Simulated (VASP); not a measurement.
# Al (P6_3/mmc) in VASP: further runs, part 2 of 3

VASP 6.6.1. The steps go on from the part before.

## Step 3: Single point, PBE+D3(BJ) (15.09 Å³/atom)

This run uses another cell than the first one, of 15.09 Å³/atom.

INCAR

```
PREC     = Accurate       # precision mode
ENCUT    = 520            # plane-wave cutoff, eV
EDIFF    = 1E-6           # SCF threshold, eV
ISMEAR   = 0              # smearing method
SIGMA    = 0.15           # smearing width, eV
LREAL    = False          # projectors in reciprocal space
LASPH    = True           # aspherical terms in the spheres
NELM     = 80             # most SCF steps
ALGO     = Normal         # electronic algorithm
ISIF     = 2              # what is computed and relaxed
LWAVE    = False          # write WAVECAR
LCHARG   = False          # write CHGCAR
GGA      = PE             # functional
IVDW     = 12             # dispersion correction
NBANDS   = 14             # bands
```

KPOINTS

```
regular mesh
0
Gamma
  18 18 6
```

POSCAR

```
Al
1.0
    2.7249473022      0.0000000000      0.0000000000
   -1.3624736511      2.3598735877      0.0000000000
    0.0000000000      0.0000000000      9.3877159507
Al
4
Direct
    0.0000000000      0.0000000000      0.0000000000
    0.3333333333      0.6666666667      0.2500000000
    0.0000000000      0.0000000000      0.5000000000
    0.6666666667      0.3333333333      0.7500000000
```

Potentials or basis: VASP PAW PBE potentials, release 64 (Al).

On the command line:

```sh
> cat potpaw_PBE.64/Al/POTCAR > POTCAR
> mpirun -np 1 vasp_std > vasp.out
```

OUTCAR:

```text
PREC = Accurate
   ENCUT = 520
   EDIFF = 1E-6
   ISMEAR = 0
   LREAL = False
   LASPH = True
   NELM = 80
   ISIF = 2
   GGA = PE
   IVDW = 12
 IVDW          = 12

 ion  position               nearest neighbor table
   1  0.000  0.000  0.000-   2 2.83   4 2.83   4 2.83   2 2.83   4 2.83   2 2.83
   2  0.333  0.667  0.250-   1 2.83   3 2.83   1 2.83   3 2.83   1 2.83   3 2.83
   3  0.000  0.000  0.500-   2 2.83   4 2.83   4 2.83   2 2.83   4 2.83   2 2.83
   4  0.667  0.333  0.750-   1 2.83   3 2.83   1 2.83   3 2.83   1 2.83   3 2.83

  LATTYP: Found a hexagonal cell.
 ALAT       =     2.7249473022
 C/A-ratio  =     3.4451000000

  Lattice vectors:

 A1 = (   2.7249473022,   0.0000000000,   0.0000000000)
 A2 = (  -1.3624736511,   2.3598735877,   0.0000000000)
 A3 = (   0.0000000000,   0.0000000000,   9.3877159507)

Analysis of symmetry for initial positions (statically):
=====================================================================
 Subroutine PRICEL returns:
 Original cell was already a primitive cell.

 Routine SETGRP: Setting up the symmetry group for a
 hexagonal supercell.

 Subroutine GETGRP returns: Found 24 space group operations
 (whereof 12 operations were pure point group operations)
 out of a pool of 24 trial point group operations.

The static configuration has the point symmetry D_3d.
 The point group associated with its full space group is D_6h.

Analysis of symmetry for dynamics (positions and initial velocities):
=====================================================================
 Subroutine PRICEL returns:
 Original cell was already a primitive cell.

 Routine SETGRP: Setting up the symmetry group for a
 hexagonal supercell.

 Subroutine GETGRP returns: Found 24 space group operations
 (whereof 12 operations were pure point group operations)
 out of a pool of 24 trial point group operations.

The dynamic configuration has the point symmetry D_3d.
 The point group associated with its full space group is D_6h.

 Subroutine INISYM returns: Found 24 space group operations
 (whereof 12 operations are pure point group operations),
 and found     1 'primitive' translations

----------------------------------------------------------------------------------------

                                     Primitive cell

  volume of cell :      60.3680

  direct lattice vectors                    reciprocal lattice vectors
     2.724947302  0.000000000  0.000000000     0.366979574  0.211875756  0.000000000
    -1.362473651  2.359873588  0.000000000     0.000000000  0.423751512  0.000000000
     0.000000000  0.000000000  9.387715951     0.000000000  0.000000000  0.106522183

  length of vectors
     2.724947302  2.724947302  9.387715951     0.423751512  0.423751512  0.106522183

  position of ions in fractional coordinates (direct lattice)
     0.000000000  0.000000000  0.000000000
     0.333333333  0.666666667  0.250000000
     0.000000000  0.000000000  0.500000000
     0.666666667  0.333333333  0.750000000

  ion indices of the primitive-cell ions
   primitive index   ion index
                 1           1
                 2           2
                 3           3
[... 56 lines left out ...]
   number of dos      NEDOS =    301   number of ions     NIONS =      4
   total plane-waves  NPLWV =  28000
   dimension x,y,z NGX =    20 NGY =   20 NGZ =   70
   dimension x,y,z NGXF=    40 NGYF=   40 NGZF=  140
   ions per type =               4
   NGX,Y,Z   is equivalent  to a cutoff of  12.20, 12.20, 12.40 a.u.
   NGXF,Y,Z  is equivalent  to a cutoff of  24.40, 24.40, 24.79 a.u.
 SYSTEM =  unknown system
   PREC   = accura    normal or accurate (medium, high low for compatibility)
   ISTART =      0    job   : 0-new  1-cont  2-samecut
   ICHARG =      2    charge: 1-file 2-atom 10-const
   ISPIN  =      1    spin polarized calculation?
   LNONCOLLINEAR =      F non collinear calculations
   LSORBIT =      F    spin-orbit coupling
   LASPH  =      T    aspherical Exc in radial PAW
   ENCUT  =  520.0 eV  38.22 Ry    6.18 a.u.   5.07  5.07 17.45*2*pi/ulx,y,z
   NELM   =     80;   NELMIN=  2; NELMDL= -5     # of ELM steps
   EDIFF  = 0.1E-05   stopping-criterion for ELM
   LREAL  =      F    real-space projection
   EDIFFG = 0.1E-04   stopping-criterion for IOM
   NSW    =      0    number of steps for IOM
   IBRION =     -1    ionic relax: 0-MD 1-quasi-New 2-CG
   NFREE  =      0    steps in history (QN), initial steepest desc. (CG)
   ISIF   =      2    stress and relaxation
   ISYM   =      2    0-nonsym 1-usesym 2-fastsym
   POTIM  = 0.5000    time-step for ionic-motion
   TEBEG  =    0.0;   TEEND  =   0.0 temperature during run
   PSTRESS=    0.0 pullay stress
   NELECT =      12.0000    total number of electrons
   NUPDOWN=      -1.0000    fix difference up-down
   EMIN   =  10.00;   EMAX   =-10.00  energy-range for DOS
   EFERMI =   0.00;   METHOD = LEGACY
   ISMEAR =     0;   SIGMA  =   0.15  broadening in eV -4-tet -1-fermi 0-gaus
   EFERMI_NEDOS =   21; number of points for ismear=-14 and -15
   IALGO  =     38    algorithm
   IMIX   =      4    mixing-type and parameters
     AMIX     =   0.40;   BMIX     =  1.00
     AMIX_MAG =   1.60;   BMIX_MAG =  1.00
  volume/ion in A,a.u.               =      15.09       101.85
  Fermi-wavevector in a.u.,A,eV,Ry     =   0.955432  1.805504 12.420075  0.912850
  Thomas-Fermi vector in A             =   2.084269
   LORBIT       =      0    0 simple, 1 ext, 2 COOP (PROOUT), +10 PAW based schemes
   GGA     = PE    functional components
   LHFCALC =     F    Hartree Fock is set to
   AEXX    =    0.0000 exact exchange contribution
   IVDW    =    12    specifies the selected vdW correction
   LEPSILON=     F    determine dielectric tensor
   LRPA    =     F    only Hartree local field effects (RPA)
 non-spin polarized calculation
 Gauss-broadening in eV      SIGMA  =   0.15
  energy-cutoff  :      520.00
  volume of cell :       60.37
 maximum number of plane-waves:      1649
   NGX = 11   NGY = 11   NGZ = 35

 number of electron      12.0000000 magnetization

 Free energy of the ion-electron system (eV)
  ---------------------------------------------------
  ext. energy  EPLUGINS =         0.00000000
  ---------------------------------------------------
  free energy    TOTEN  =       -14.75913632 eV

  energy without entropy =      -14.74096226  energy(sigma->0) =      -14.75004929

 E-fermi :   8.9445     XC(G=0): -10.5229

 val. band max:        8.9284408935   @ k =   0.4444   0.0556   0.3333
 cond. band min:       8.9564716014   @ k =   0.1111   0.0000   0.3333
 fundamental gap:      0.0280307078
 Fermi energy:         8.9445285792

 k-point     1 :       0.0000    0.0000    0.0000
  band No.  band energies     occupation
      1      -2.8057      2.00000
      2      -1.1400      2.00000
      3      -1.1351      2.00000
      4       3.7189      2.00000
      5       3.7853      2.00000
      6      11.5688      0.00000
      7      11.5767      0.00000
      8      20.7707      0.00000
      9      21.1742      0.00000
     10      21.1742      0.00000
     11      21.1972      0.00000
     12      21.1972      0.00000
     13      22.0546      0.00000
     14      22.0622      0.00000
[... 377 lines left out ...]
      1       2.5662      2.00000
      2       4.1298      2.00000
      3       4.1358      2.00000
      4       5.3325      2.00000
      5       6.9807      2.00000
      6       7.0104      2.00000
      7       8.8596      1.57667
      8       9.1724      0.03169
      9      11.3417      0.00000
     10      11.5943      0.00000
     11      13.0277      0.00000
     12      13.7910      0.00000
     13      14.2009      0.00000
     14      16.7751      0.00000

 [... further k-points ...]

------------------------ aborting loop because EDIFF is reached ----------------------------------------

 Edisp (eV)   -1.47639

 E8    (eV) :    -0.6612

  FORCE on cell =-STRESS in cart. coord.  units (eV):
  Direction    XX          YY          ZZ          XY          YZ          ZX
  --------------------------------------------------------------------------------------
  -------------------------------------------------------------------------------------
  Total       2.56012     2.56012     0.59045     0.00000     0.00000     0.00000
  in kB      67.94597    67.94597    15.67059     0.00000     0.00000     0.00000
  external pressure =       50.52 kB  Pullay stress =        0.00 kB

 VOLUME and BASIS-vectors are now :
 -----------------------------------------------------------------------------
  energy-cutoff  :      520.00
  volume of cell :       60.37
      direct lattice vectors                 reciprocal lattice vectors
     2.724947302  0.000000000  0.000000000     0.366979574  0.211875756  0.000000000
    -1.362473651  2.359873588  0.000000000     0.000000000  0.423751512  0.000000000
     0.000000000  0.000000000  9.387715951     0.000000000  0.000000000  0.106522183

 POSITION                                       TOTAL-FORCE (eV/Angst)
 -----------------------------------------------------------------------------------
      0.00000      0.00000      0.00000        -0.000000      0.000000      0.000000
     -0.00000      1.57325      2.34693        -0.000000      0.000000     -0.000000
      0.00000      0.00000      4.69386         0.000000      0.000000      0.000000
      1.36247      0.78662      7.04079         0.000000     -0.000000      0.000000
 -----------------------------------------------------------------------------------
    total drift:                               -0.000000      0.000000     -0.000000

  FREE ENERGIE OF THE ION-ELECTRON SYSTEM (eV)
  ---------------------------------------------------
  free  energy   TOTEN  =       -16.2355305011 eV

  energy  without entropy=      -16.2173564440  energy(sigma->0) =      -16.22644347
```

It took 33 s on 1 thread of Intel Xeon 6975P-C (Granite Rapids), shared host; peak memory 0.23 GiB.

Results:

```
Free energy                : -16.2355 eV
Pressure                   : 5.1 GPa
Band gap on the k mesh     : zero (bands 6 and 7 overlap by 4.78 eV)
Dispersion energy per atom : -0.369 eV
```

Stress tensor (GPa, compression positive):
```
6.79 0.00 0.00
0.00 6.79 0.00
0.00 0.00 1.57
```

Levels at points of the mesh, in eV from the Fermi level:
```
           k point  band 2  band 3  band 4  band 5  band 6  band 7  band 8  band 9  band 10  band 11
(0.00, 0.00, 0.00)  -10.08  -10.08   -5.23   -5.16    2.62    2.63   11.83   12.23    12.23    12.25
(0.50, 0.00, 0.00)   -5.29   -4.07   -4.05   -3.27   -3.25    0.79    1.05    1.16     1.47     6.74
(0.00, 0.00, 0.50)  -11.33   -8.03   -8.03   -1.62   -1.62    7.47    7.47   12.46    12.46    12.46
(0.50, 0.00, 0.50)   -4.98   -4.83   -4.83   -1.96   -1.96   -1.26   -1.26    4.37     4.37     4.53
```

Caveat: the cell stands under pressure.

## Step 4: Single point, PBE+D3(BJ) (15.09 Å³/atom)

This run uses another cell than the first one, of 15.09 Å³/atom.

INCAR

```
PREC     = Accurate       # precision mode
ENCUT    = 520            # plane-wave cutoff, eV
EDIFF    = 1E-7           # SCF threshold, eV
ISMEAR   = 0              # smearing method
SIGMA    = 0.15           # smearing width, eV
LREAL    = F              # projectors in reciprocal space
LASPH    = T              # aspherical terms in the spheres
NELM     = 60             # most SCF steps
ALGO     = Normal         # electronic algorithm
ISIF     = 2              # what is computed and relaxed
LWAVE    = F              # write WAVECAR
LCHARG   = F              # write CHGCAR
GGA      = PE             # functional
IVDW     = 12             # dispersion correction
NBANDS   = 14             # bands
```

KPOINTS

```
Automatic mesh
0
Gamma
  18 18 6
```

POSCAR

```
Al
1.0
    2.8137504094      0.0000000000      0.0000000000
   -1.4068752047      2.4367793344      0.0000000000
    0.0000000000      0.0000000000      8.8045064059
Al
4
Direct
    0.0000000000      0.0000000000      0.0000000000
    0.3333333333      0.6666666667      0.2500000000
    0.0000000000      0.0000000000      0.5000000000
    0.6666666667      0.3333333333      0.7500000000
```

On the command line:

```sh
> cat potpaw_PBE.64/Al/POTCAR > POTCAR
> mpirun -np 1 vasp_std > vasp.out
```

It took 46 s on 1 thread of Intel Xeon 6975P-C (Granite Rapids), shared host; peak memory 0.25 GiB.

The run converged. Its results:

| Item | Value |
| --- | --- |
| Free energy | -16.2397 eV |
| Pressure | 4.9 GPa |
| Band gap on the k mesh | zero (bands 6 and 7 overlap by 6.42 eV) |
| Dispersion energy per atom | -0.369 eV |

Stress tensor (GPa, compression positive):
```
3.16 0.00 0.00
0.00 3.16 0.00
0.00 0.00 8.29
```

Levels at points of the mesh, in eV from the Fermi level:
```
           k point  band 3  band 4  band 5  band 6  band 7  band 8  band 9  band 10
(0.00, 0.00, 0.00)   -9.87   -4.69   -3.96    4.47    4.49   10.67   10.67    10.84
(0.50, 0.00, 0.00)   -4.26   -4.18   -3.53   -3.45    0.86    1.29    1.89     2.15
(0.00, 0.00, 0.50)   -7.55   -7.55   -0.28   -0.28    9.77    9.77   11.03    11.03
(0.50, 0.00, 0.50)   -5.20   -5.20   -1.92   -1.92   -1.20   -1.20    5.06     5.06
```

Caveat: the cell stands under pressure.

## Step 5: Single point, PBE+D3(BJ) (15.09 Å³/atom)

This run uses another cell than the first one, of 15.09 Å³/atom.

INCAR

```
  PREC = Accurate
  ENCUT = 520
  EDIFF = 1E-7
  ISMEAR = 0
  SIGMA = 0.15
  LREAL = F
  LASPH = T
  NELM = 60
  ALGO = Normal
  ISIF = 2
  LWAVE = F
  LCHARG = T
  GGA = PE
  IVDW = 12
  LELF = T
  LVHAR = T
  NBANDS = 14
```

KPOINTS

```
regular mesh
0
Gamma
  18 18 6
```

POSCAR

```
Al
1.0
    2.6959664614      0.0000000000      0.0000000000
   -1.3479832307      2.3347754433      0.0000000000
    0.0000000000      0.0000000000      9.5906310897
Al
4
Direct
    0.0000000000      0.0000000000      0.0000000000
    0.3333333333      0.6666666667      0.2500000000
    0.0000000000      0.0000000000      0.5000000000
    0.6666666667      0.3333333333      0.7500000000
```

On the command line:

```sh
> cat potpaw_PBE.64/Al/POTCAR > POTCAR
> mpirun -np 1 vasp_std > vasp.out
```

It took 45 s on 1 thread of Intel Xeon 6975P-C (Granite Rapids), shared host; peak memory 0.24 GiB.

Results (log left out):

| Property | Result |
| --- | --- |
| Free energy | -16.1787 eV |
| Pressure | 5.7 GPa |
| Band gap on the k mesh | zero (bands 6 and 7 overlap by 4.42 eV) |
| Dispersion energy per atom | -0.369 eV |

Stress tensor (GPa, compression positive):
```
 8.72  0.00  0.00
 0.00  8.72  0.00
 0.00  0.00 -0.25
```

Levels at points of the mesh, in eV from the Fermi level:
```tsv
k point	band 3	band 4	band 5	band 6	band 7	band 8	band 9	band 10
(0.00, 0.00, 0.00)	-10.13	-5.53	-5.36	2.07	2.08	11.16	12.59	12.70
(0.50, 0.00, 0.00)	-4.01	-3.97	-3.18	-3.12	0.81	0.82	1.17	1.27
(0.00, 0.00, 0.50)	-8.16	-8.16	-2.02	-2.02	6.74	6.74	12.90	12.90
(0.50, 0.00, 0.50)	-4.68	-4.68	-1.94	-1.94	-1.24	-1.24	4.11	4.11
```

Caveat: the cell stands under pressure.

(Continued in part 3 of 3.)
